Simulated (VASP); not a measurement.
Here is a VASP 6.6.1 calculation.

File INCAR:

```
  ALGO = Normal
  EDIFF = 1E-6
  ENCUT = 520
  GGA = PS
  ISIF = 2
  ISMEAR = 0
  LASPH = T
  LCHARG = F
  LREAL = F
  LWAVE = F
  NBANDS = 11
  NELM = 100
  PREC = Accurate
  SIGMA = 0.05
```

File KPOINTS:

```
k-points
0
Gamma
  10 10 10
```

POSCAR

```
MgO
1.0
    0.0000000000      2.1351500000      2.1351500000
    2.1351500000      0.0000000000      2.1351500000
    2.1351500000      2.1351500000      0.0000000000
Mg O
1 1
Direct
   -0.0585438962      0.0585438962     -0.0585438962
    0.5000000000      0.5000000000      0.5000000000
```

Potentials or basis: VASP PAW PBE potentials, release 64 (Mg, O).

Command:

```sh
$ cat potpaw_PBE.64/Mg/POTCAR potpaw_PBE.64/O/POTCAR > POTCAR
$ mpirun -np 1 vasp_std > vasp.out
```

What does it give for the band gap on the k mesh?

4.24 eV, direct.

Predict the pressure.

-0.5 GPa.

Stress tensor (GPa, compression positive):
```
-7.27  0.00  0.00
 0.00 13.08  0.00
 0.00  0.00 -7.27
```

Caveat: the cell differs from its parent crystal (all Mg atoms moved -0.250 Å, as atom 1 along Cartesian [0 1 0]); the PAW data sets were made with another functional, which shifts forces and pressure a little.
